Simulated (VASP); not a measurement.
Write the native input for VASP 6.6.1 that does the following.

* Task: single point
* Functional: PBEsol
* Potentials or basis: VASP PAW PBE potentials, release 64 (Pb_d, S)
* Cutoff: 520 eV
* k mesh: 12 × 12 × 12
* Occupations: gaussian, width 0.03 eV
* Spin: no spin polarisation
* Dipole correction: no
* Further INCAR settings: ALGO = Normal; EDIFF = 1e-07; NBANDS = 17

The structure of PbS lies in POSCAR:

```
PbS
1.0
    2.0785805573      1.2000690443      3.5660419679
   -2.0785805573      1.2000690443      3.5660419679
    0.0000000000     -2.4001380886      3.5660419679
Pb S
1 1
Direct
    0.9805657800      0.9805657800      0.9805657800
    0.4750355500      0.4750355500      0.4750355500
```

This cell differs from its parent crystal: ratio of the length along z to the lengths across it x 1.05, volume and fractional coordinates fixed.

These files were run (other wordings do the same):

INCAR

```
PREC     = Accurate       # precision mode
ENCUT    = 520            # plane-wave cutoff, eV
EDIFF    = 1E-7           # SCF threshold, eV
ISMEAR   = 0              # smearing method
SIGMA    = 0.03           # smearing width, eV
LREAL    = False          # projectors in reciprocal space
LASPH    = True           # aspherical terms in the spheres
NELM     = 80             # most SCF steps
ALGO     = Normal         # electronic algorithm
ISIF     = 2              # what is computed and relaxed
LWAVE    = False          # write WAVECAR
LCHARG   = False          # write CHGCAR
GGA      = PS             # functional
NBANDS   = 17             # bands
```

KPOINTS

```
Automatic mesh
0
Gamma
  12 12 12
```

Potentials or basis: VASP PAW PBE potentials, release 64 (Pb_d, S).

The run is started by

```console
$ cat potpaw_PBE.64/Pb_d/POTCAR potpaw_PBE.64/S/POTCAR > POTCAR
$ mpirun -np 1 vasp_std > vasp.out
```

Results of the run:

```json
{
  "Pressure": "-2.1 GPa",
  "Largest force": "0.010 eV/Å",
  "Band gap on the k mesh": "0.09 eV (least direct gap 0.30 eV)"
}
```

Caveat: the PAW data sets were made with another functional, which shifts forces and pressure a little; spin-orbit coupling is left out, which moves the levels of the heavy elements.

Run time: 86 s on 1 thread of AMD EPYC 7R13 Processor (Zen 3) (shared host), peak memory 0.27 GiB.
